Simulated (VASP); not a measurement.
Set up this calculation in VASP 6.6.1, as the native input.

| Property | Result |
| --- | --- |
| Task | molecular dynamics |
| Functional | PBE |
| Potentials or basis | VASP PAW PBE potentials, release 64 (F, H) |
| Cutoff | 520 eV |
| k mesh | 1 × 1 × 1 |
| Occupations | fermi-dirac, width 0.05 eV |
| Spin | no spin polarisation |
| Dipole correction | no |
| Further INCAR settings | LREAL = Auto; ALGO = Normal; EDIFF = 1e-05; NBANDS = 56; ISYM = 0; IBRION = 0; POTIM = 0.5; NSW = 40 |

The structure of HF lies in POSCAR:

```
HF
1.0
    6.9795320000      0.0000000000      0.0000000000
    0.0000000000      6.9795320000      0.0000000000
    0.0000000000      0.0000000000      6.9795320000
F H
10 10
Direct
    0.5338668100      0.1696862400      0.2002821400
    0.6143223900      0.4656606900      0.6166561800
    0.1915089000      0.4741964800      0.3809362900
    0.7306891500      0.5908303800      0.3101614000
    0.9409643000      0.2227485300      0.4302767600
    0.9855864500      0.8368287600      0.8846452400
    0.1954580800      0.0532436800      0.0806718400
    0.4218841900      0.5926125000      1.1220431600
    0.7867912200      0.9564315100      0.6153303300
    0.3906552500      0.6615502300      0.7907145000
    0.4200086800      0.1154103600      0.1498820700
    0.6647812300      0.5128437800      0.4931884400
    0.2638034200      0.5042074600      0.2677633300
    0.6238003600      0.5890896700      0.2221839500
    1.0452313000      0.3101427200      0.4030652300
    0.9090622800      0.8849581800      0.7776123600
    0.1223379600     -0.0280417500     -0.0059210300
    0.4071619600      0.6208045000      0.9797874000
    0.8451891400      1.0587892200      0.5422899500
    0.4818240400      0.5841917500      0.7117397600
```

One way to write it, as run:

INCAR

```
SYSTEM = HF
PREC = Accurate
ENCUT = 520
EDIFF = 1E-5
ISMEAR = -1
SIGMA = 0.05
LREAL = Auto
LASPH = .TRUE.
NELM = 100
ALGO = Normal
ISIF = 2
LWAVE = .FALSE.
LCHARG = .FALSE.
GGA = PE
NBANDS = 56
IBRION = 0
NSW = 40
POTIM = 0.5
TEBEG = 300.0
TEEND = 300.0
ISYM = 0
NELMIN = 4
RANDOM_SEED = 323478 0 0
MDALGO = 3
LANGEVIN_GAMMA = 20 20
```

KPOINTS

```
Automatic mesh
0
G
  1 1 1
  0 0 0
```

Potentials or basis: VASP PAW PBE potentials, release 64 (F, H).

The run is started by

```bash
$ cat potpaw_PBE.64/F/POTCAR potpaw_PBE.64/H/POTCAR > POTCAR
$ mpirun -np 1 vasp_gam > vasp.out
```

Run time: 5.2 min on 1 thread of Intel(R) Xeon(R) 6975P-C (Granite Rapids), on a shared host, peak memory 0.42 GiB.
